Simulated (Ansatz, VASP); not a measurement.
# Zr3N2: VASP beside Ansatz

```
Zr N
1.0
     2.79947    1.61627    5.19367
    -2.79947    1.61627    5.19367
     0.00000   -3.23255    5.19367
Zr N
6 4
Direct
  0.42499 0.07501 0.75000
  0.07501 0.75000 0.42499
  0.75000 0.42499 0.07501
  0.25000 0.57501 0.92499
  0.92499 0.25000 0.57501
  0.57501 0.92499 0.25000
  0.33867 0.33867 0.33867
  0.16133 0.16133 0.16133
  0.83867 0.83867 0.83867
  0.66133 0.66133 0.66133
```

Alike in both runs: task single point; functional PBEsol; k mesh 12 × 12 × 12; occupations gaussian, width 0.1 eV; no spin polarisation.

```csv
,VASP,Ansatz
version,VASP 6.6.1,Ansatz 0.2.0
potentials or method,"VASP PAW PBE potentials, release 64 (Zr_sv, N), cutoff 520 eV","scalar-relativistic, plane waves, PAW"
valence electrons in the cell,92,92
```

|  | VASP | Ansatz | Ansatz less VASP |
| --- | --- | --- | --- |
| gap on the k mesh at the Fermi level (eV) | none | none | - |
| pressure (GPa) | 0.4 | 0.0 | -0.41 |

VASP's potentials were made for PBE, not for PBEsol. A gap of «none» marks a metal or a gap that the smearing closes.
